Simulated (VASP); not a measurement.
A run of VASP 6.6.1 is set up as follows.

File INCAR:

```
SYSTEM = Ga3Sb
PREC = Accurate
ENCUT = 520
EDIFF = 1E-7
ISMEAR = 0
SIGMA = 0.15
LREAL = .False.
LASPH = .True.
NELM = 60
ALGO = Fast
ISIF = 2
LWAVE = .False.
LCHARG = .False.
GGA = PE
IVDW = 12
NBANDS = 30
```

The input KPOINTS:

```
Automatic mesh
0
Gamma
  14 14 14
  0 0 0
```

File POSCAR:

```
Ga3Sb
1.0
   -2.3053612539      2.3053612539      4.2427682200
    2.3053612539     -2.3053612539      4.2427682200
    2.3053612539      2.3053612539     -4.2427682200
Ga Sb
3 1
Direct
    0.7500000000      0.2500000000      0.5000000000
    0.2500000000      0.7500000000      0.5000000000
    0.5000000000      0.5000000000      0.0000000000
    0.0000000000      0.0000000000      0.0000000000
```

Potentials or basis: VASP PAW PBE potentials, release 64 (Ga_d, Sb).

Launch:

```sh
$ cat potpaw_PBE.64/Ga_d/POTCAR potpaw_PBE.64/Sb/POTCAR > POTCAR
$ mpirun -np 1 vasp_std > vasp.out
```

(1) Predict the band gap on the k mesh.

(2) What does it give for the dispersion energy per atom?

(3) Estimate the pressure.

Answers

(1) zero (bands 22 and 23 overlap by 4.20 eV).

(2) -0.330 eV.

(3) -3.3 GPa.

Caveat: the cell stands under tension; spin-orbit coupling is left out, which moves the levels of the heavy elements.
